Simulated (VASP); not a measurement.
InP, 2 atoms in the cell. It takes space group F-43m (No. 216, cubic). The conventional cell has a = 5.958 Å, b = 5.958 Å, c = 5.958 Å, α = 90.00°, β = 90.00°, γ = 90.00°. Within 3.4 Å of In (site symmetry -43m) lie 4 P at 2.58 Å. Within 3.4 Å of P (site symmetry -43m) lie 4 In at 2.58 Å. 

| Item | Value |
| --- | --- |
| Program | VASP 6.6.1 |
| Task | single point |
| Functional | PBE |
| Potentials or basis | VASP PAW PBE potentials, release 64 (In_d, P) |
| Cutoff | 520 eV |
| k mesh | 6 × 6 × 6 |
| Occupations | gaussian, width 0.01 eV |
| Spin | no spin polarisation |
| Dipole correction | no |
| Further INCAR settings | ALGO = Normal; EDIFF = 1e-07; NBANDS = 16 |

Potentials or basis: VASP PAW PBE potentials, release 64 (In_d, P).

The run is started by

```console
$ cat potpaw_PBE.64/In_d/POTCAR potpaw_PBE.64/P/POTCAR > POTCAR
$ mpirun -np 1 vasp_std > vasp.out
```

Hardware: 1 thread of AMD EPYC 9R45 96-Core Processor (Zen 5), on a shared host.

Question: Estimate the wall time of this run.

Answer: Wall time 9.2 s on 1 thread of AMD EPYC 9R45 96-Core Processor (Zen 5), on a shared host, peak memory 0.15 GiB. Counts: scf iterations 15, k points 16.
